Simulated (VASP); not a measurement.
# MgZn4O (P4mm) in VASP: single point with PBE

Aim: the single point of MgZn4O with PBE.

All numbers are computed with VASP 6.6.1; they aren't measurements. Logs are shortened: lines on timing, memory, paths and dates and some standing lists are left out, and cuts for length are marked.

## 1. The cell of the first run

The typed cell holds 6 atoms: a = 5.479 Å, b = 5.479 Å, c = 4.180 Å, α = 90.00°, β = 90.00°, γ = 90.00°.

## 2. Single point, PBE

Input file INCAR:

```
SYSTEM = MgZn4O
ALGO = Normal ; EDIFF = 1E-7
ENCUT = 520 ; GGA = PE
ISIF = 2 ; ISMEAR = 0
LASPH = .TRUE. ; LCHARG = .FALSE.
LREAL = .FALSE. ; LWAVE = .FALSE.
NBANDS = 37 ; NELM = 100
PREC = Accurate ; SIGMA = 0.2
```

Input file KPOINTS:

```
k-points
0
G
  4 4 3
  0 0 0
```

Input file POSCAR:

```
MgZn4O
1.0
    5.4791517747      0.0000000000      0.0000000000
    0.0000000000      5.4791517747      0.0000000000
    0.0000000000      0.0000000000      4.1801575515
Mg Zn O
1 4 1
Direct
    0.0000000000      0.0000000000      0.6007349509
    0.7597464912      0.7597464912      0.1011558878
    0.2402535088      0.2402535088      0.1011558878
    0.2402535088      0.7597464912      0.1011558878
    0.7597464912      0.2402535088      0.1011558878
    0.5000000000      0.5000000000      0.1018455780
```

Potentials or basis: VASP PAW PBE potentials, release 64 (Mg, Zn, O).

Command:

```bash
$ cat potpaw_PBE.64/Mg/POTCAR potpaw_PBE.64/Zn/POTCAR potpaw_PBE.64/O/POTCAR > POTCAR
$ mpirun -np 1 vasp_std > vasp.out
```

OUTCAR:

```text
SYSTEM = MgZn4O
   EDIFF = 1E-7
   ENCUT = 520
   GGA = PE
   ISIF = 2
   ISMEAR = 0
   LASPH = .TRUE.
   LREAL = .FALSE.
   NELM = 100
   PREC = Accurate

 ion  position               nearest neighbor table
   1  0.000  0.000  0.601-   2 2.80   3 2.80   4 2.80   5 2.80   2 2.80   3 2.80   4 2.80   5 2.80

   2  0.760  0.760  0.101-   6 2.01   5 2.63   4 2.63   1 2.80   1 2.80   5 2.85   4 2.85
   3  0.240  0.240  0.101-   6 2.01   5 2.63   4 2.63   1 2.80   1 2.80   4 2.85   5 2.85
   4  0.240  0.760  0.101-   6 2.01   3 2.63   2 2.63   1 2.80   1 2.80   2 2.85   3 2.85
   5  0.760  0.240  0.101-   6 2.01   3 2.63   2 2.63   1 2.80   1 2.80   2 2.85   3 2.85
   6  0.500  0.500  0.102-   2 2.01   3 2.01   4 2.01   5 2.01

  LATTYP: Found a simple tetragonal cell.
 ALAT       =     5.4791517747
 C/A-ratio  =     0.7629205620

  Lattice vectors:

 A1 = (   5.4791517747,   0.0000000000,   0.0000000000)
 A2 = (   0.0000000000,   5.4791517747,   0.0000000000)
 A3 = (   0.0000000000,   0.0000000000,   4.1801575515)

Analysis of symmetry for initial positions (statically):
=====================================================================
 Subroutine PRICEL returns:
 Original cell was already a primitive cell.

 Routine SETGRP: Setting up the symmetry group for a
 simple tetragonal supercell.

 Subroutine GETGRP returns: Found  8 space group operations
 (whereof  8 operations were pure point group operations)
 out of a pool of 16 trial point group operations.

The static configuration has the point symmetry C_4v.

Analysis of symmetry for dynamics (positions and initial velocities):
=====================================================================
 Subroutine PRICEL returns:
 Original cell was already a primitive cell.

 Routine SETGRP: Setting up the symmetry group for a
 simple tetragonal supercell.

 Subroutine GETGRP returns: Found  8 space group operations
 (whereof  8 operations were pure point group operations)
 out of a pool of 16 trial point group operations.

The dynamic configuration has the point symmetry C_4v.

 Subroutine INISYM returns: Found  8 space group operations
 (whereof  8 operations are pure point group operations),
 and found     1 'primitive' translations

----------------------------------------------------------------------------------------

                                     Primitive cell

  volume of cell :     125.4929

  direct lattice vectors                    reciprocal lattice vectors
     5.479151775  0.000000000  0.000000000     0.182510002  0.000000000  0.000000000
     0.000000000  5.479151775  0.000000000     0.000000000  0.182510002  0.000000000
     0.000000000  0.000000000  4.180157551     0.000000000  0.000000000  0.239225433

  length of vectors
     5.479151775  5.479151775  4.180157551     0.182510002  0.182510002  0.239225433

  position of ions in fractional coordinates (direct lattice)
     0.000000000  0.000000000  0.600734951
     0.759746491  0.759746491  0.101155888
     0.240253509  0.240253509  0.101155888
     0.240253509  0.759746491  0.101155888
     0.759746491  0.240253509  0.101155888
     0.500000000  0.500000000  0.101845578

  ion indices of the primitive-cell ions
   primitive index   ion index
                 1           1
                 2           2
                 3           3
                 4           4
                 5           5
                 6           6

----------------------------------------------------------------------------------------

 KPOINTS: k-points

Automatic generation of k-mesh.
 Grid dimensions read from file:
 generate k-points for:    4    4    3

 Generating k-lattice:

  Cartesian coordinates                     Fractional coordinates (reciprocal lattice)
     0.045627500  0.000000000  0.000000000     0.250000000  0.000000000  0.000000000
     0.000000000  0.045627500  0.000000000     0.000000000  0.250000000  0.000000000
     0.000000000  0.000000000  0.079741811     0.000000000  0.000000000  0.333333333

  Length of vectors
     0.045627500  0.045627500  0.079741811

  Shift w.r.t. Gamma in fractional coordinates (k-lattice)
     0.000000000  0.000000000  0.000000000

 Subroutine IBZKPT returns following result:
 ===========================================

 Found     12 irreducible k-points:

 Following reciprocal coordinates:
            Coordinates               Weight
  0.000000  0.000000  0.000000      1.000000
  0.250000  0.000000  0.000000      4.000000
  0.500000  0.000000  0.000000      2.000000
  0.250000  0.250000  0.000000      4.000000
  0.500000  0.250000  0.000000      4.000000
  0.500000  0.500000  0.000000      1.000000
  0.000000  0.000000  0.333333      2.000000
  0.250000  0.000000  0.333333      8.000000
  0.500000  0.000000  0.333333      4.000000
  0.250000  0.250000  0.333333      8.000000
  0.500000  0.250000  0.333333      8.000000
  0.500000  0.500000  0.333333      2.000000
   k-points           NKPTS =     12   k-points in BZ     NKDIM =     12   number of bands    NBANDS=     37
   number of dos      NEDOS =    301   number of ions     NIONS =      6
   total plane-waves  NPLWV =  56448
   dimension x,y,z NGX =    42 NGY =   42 NGZ =   32
   dimension x,y,z NGXF=    84 NGYF=   84 NGZF=   64
   ions per type =               1   4   1
   NGX,Y,Z   is equivalent  to a cutoff of  12.74, 12.74, 12.73 a.u.
   NGXF,Y,Z  is equivalent  to a cutoff of  25.49, 25.49, 25.45 a.u.
 SYSTEM =  MgZn4O
   PREC   = accura    normal or accurate (medium, high low for compatibility)
   ISTART =      0    job   : 0-new  1-cont  2-samecut
   ICHARG =      2    charge: 1-file 2-atom 10-const
   ISPIN  =      1    spin polarized calculation?
   LNONCOLLINEAR =      F non collinear calculations
   LSORBIT =      F    spin-orbit coupling
   LASPH  =      T    aspherical Exc in radial PAW
   ENCUT  =  520.0 eV  38.22 Ry    6.18 a.u.  10.19 10.19  7.77*2*pi/ulx,y,z
   NELM   =    100;   NELMIN=  2; NELMDL= -5     # of ELM steps
   EDIFF  = 0.1E-06   stopping-criterion for ELM
   LREAL  =      F    real-space projection
   EDIFFG = 0.1E-05   stopping-criterion for IOM
   NSW    =      0    number of steps for IOM
   IBRION =     -1    ionic relax: 0-MD 1-quasi-New 2-CG
   NFREE  =      0    steps in history (QN), initial steepest desc. (CG)
   ISIF   =      2    stress and relaxation
   ISYM   =      2    0-nonsym 1-usesym 2-fastsym
   POTIM  = 0.5000    time-step for ionic-motion
   TEBEG  =    0.0;   TEEND  =   0.0 temperature during run
   PSTRESS=    0.0 pullay stress
   NELECT =      56.0000    total number of electrons
   NUPDOWN=      -1.0000    fix difference up-down
   EMIN   =  10.00;   EMAX   =-10.00  energy-range for DOS
   EFERMI =   0.00;   METHOD = LEGACY
   ISMEAR =     0;   SIGMA  =   0.20  broadening in eV -4-tet -1-fermi 0-gaus
   EFERMI_NEDOS =   21; number of points for ismear=-14 and -15
   IALGO  =     38    algorithm
   IMIX   =      4    mixing-type and parameters
     AMIX     =   0.40;   BMIX     =  1.00
     AMIX_MAG =   1.60;   BMIX_MAG =  1.00
  volume/ion in A,a.u.               =      20.92       141.14
  Fermi-wavevector in a.u.,A,eV,Ry     =   1.251020  2.364086 21.293827  1.565052
  Thomas-Fermi vector in A             =   2.384987
   LORBIT       =      0    0 simple, 1 ext, 2 COOP (PROOUT), +10 PAW based schemes
   GGA     = PE    functional components
   LHFCALC =     F    Hartree Fock is set to
   AEXX    =    0.0000 exact exchange contribution
   IVDW    =     0    specifies the selected vdW correction
   LEPSILON=     F    determine dielectric tensor
   LRPA    =     F    only Hartree local field effects (RPA)
 non-spin polarized calculation
 Gauss-broadening in eV      SIGMA  =   0.20
  energy-cutoff  :      520.00
  volume of cell :      125.49
 maximum number of plane-waves:      3400
 NGX is ok and might be reduce to    42
   NGX = 21   NGY = 21   NGZ = 15

 number of electron      56.0000005 magnetization

 Free energy of the ion-electron system (eV)
  ---------------------------------------------------
  ext. energy  EPLUGINS =         0.00000000
  ---------------------------------------------------
  free energy    TOTEN  =       -12.03330008 eV

  energy without entropy =      -12.00461099  energy(sigma->0) =      -12.01895554

 E-fermi :   1.4689     XC(G=0):  -8.9709

 val. band max:        1.4189524390   @ k =   0.2500   0.0000   0.3333
 cond. band min:       1.6604537874   @ k =   0.5000   0.2500   0.0000
 fundamental gap:      0.2415013484
 Fermi energy:         1.4688996675

 k-point     1 :       0.0000    0.0000    0.0000
  band No.  band energies     occupation
      1     -17.9859      2.00000
      2      -7.0793      2.00000
      3      -7.0793      2.00000
      4      -6.4952      2.00000
      5      -6.4789      2.00000
      6      -6.4122      2.00000
[... 29 lines left out ...]
     36       6.2069      0.00000
     37       8.9755      0.00000

 k-point     2 :       0.2500    0.0000    0.0000
  band No.  band energies     occupation
      1     -17.9829      2.00000
      2      -7.2476      2.00000
      3      -6.9506      2.00000
      4      -6.4468      2.00000
      5      -6.3587      2.00000
      6      -6.3555      2.00000
[... 29 lines left out ...]
     36       7.3734      0.00000
     37       7.7163      0.00000

 k-point     3 :       0.5000    0.0000    0.0000
  band No.  band energies     occupation
      1     -17.9799      2.00000
      2      -7.3747      2.00000
      3      -6.7817      2.00000
      4      -6.3772      2.00000
      5      -6.3215      2.00000
      6      -6.2733      2.00000
[... 29 lines left out ...]
     36       6.9420      0.00000
     37       6.9617      0.00000
[... 281 lines left out ...]
 k-point    11 :       0.5000    0.2500    0.3333
  band No.  band energies     occupation
      1     -17.9657      2.00000
      2      -7.1156      2.00000
      3      -6.7951      2.00000
      4      -6.2661      2.00000
      5      -6.2538      2.00000
      6      -6.2527      2.00000
[... 29 lines left out ...]
     36       7.8810      0.00000
     37       8.1305      0.00000

 k-point    12 :       0.5000    0.5000    0.3333
  band No.  band energies     occupation
      1     -17.9636      2.00000
      2      -6.8150      2.00000
      3      -6.8150      2.00000
      4      -6.2508      2.00000
      5      -6.1868      2.00000
      6      -6.1602      2.00000
[... 29 lines left out ...]
     36       7.7278      0.00000
     37       7.7278      0.00000

------------------------ aborting loop because EDIFF is reached ----------------------------------------

  FORCE on cell =-STRESS in cart. coord.  units (eV):
  Direction    XX          YY          ZZ          XY          YZ          ZX
  --------------------------------------------------------------------------------------
  -------------------------------------------------------------------------------------
  Total        0.3482772      0.3482772     -0.1533947      0.0000000      0.0000000      0.0000000
  in kB        4.4464796      4.4464796     -1.9584014      0.0000000      0.0000000      0.0000000
  external PRESSURE =       2.3115193 kB  Pullay stress =       0.0000000 kB

 VOLUME and BASIS-vectors are now :
 -----------------------------------------------------------------------------
  energy-cutoff  :      520.00
  volume of cell :      125.49
      direct lattice vectors                 reciprocal lattice vectors
     5.479151775  0.000000000  0.000000000     0.182510002  0.000000000  0.000000000
     0.000000000  5.479151775  0.000000000     0.000000000  0.182510002  0.000000000
     0.000000000  0.000000000  4.180157551     0.000000000  0.000000000  0.239225433

 POSITION                                       TOTAL-FORCE (eV/Angst)
 -----------------------------------------------------------------------------------
      0.00000      0.00000      2.51117         0.000000     -0.000000      0.009742
      4.16277      4.16277      0.42285         0.052478      0.052478     -0.001628
      1.31639      1.31639      0.42285        -0.052478     -0.052478     -0.001628
      1.31639      4.16277      0.42285        -0.052478      0.052478     -0.001628
      4.16277      1.31639      0.42285         0.052478     -0.052478     -0.001628
      2.73958      2.73958      0.42573         0.000000     -0.000000     -0.003229
 -----------------------------------------------------------------------------------
    total drift:                                0.000000      0.000000      0.000395

  FREE ENERGIE OF THE ION-ELECTRON SYSTEM (eV)
  ---------------------------------------------------
  free  energy   TOTEN  =       -12.0333000808 eV

  energy  without entropy=      -12.0046109929  energy(sigma->0) =      -12.01895554
```

Run time: 57 s. Hardware: 1 thread of AMD EPYC 7R43 (Zen 3), shared host; peak memory 0.2 GiB.

Results:

| Property | Result |
| --- | --- |
| Free energy | -12.0333 eV |
| Pressure | 0.2 GPa |
| Largest force | 0.074 eV/Å |
| Band gap on the k mesh | zero (band 28 reaches 2.23 eV, above the bottom of band 29 at 0.33 eV) |

Forces in eV/Å, atoms in the order of the input:
```
Mg   0.000  0.000  0.010
Zn   0.052  0.052 -0.002
Zn  -0.052 -0.052 -0.002
Zn  -0.052  0.052 -0.002
Zn   0.052 -0.052 -0.002
O    0.000  0.000 -0.003
```

Caveat: the k points lie up to 0.50 Å⁻¹ apart.
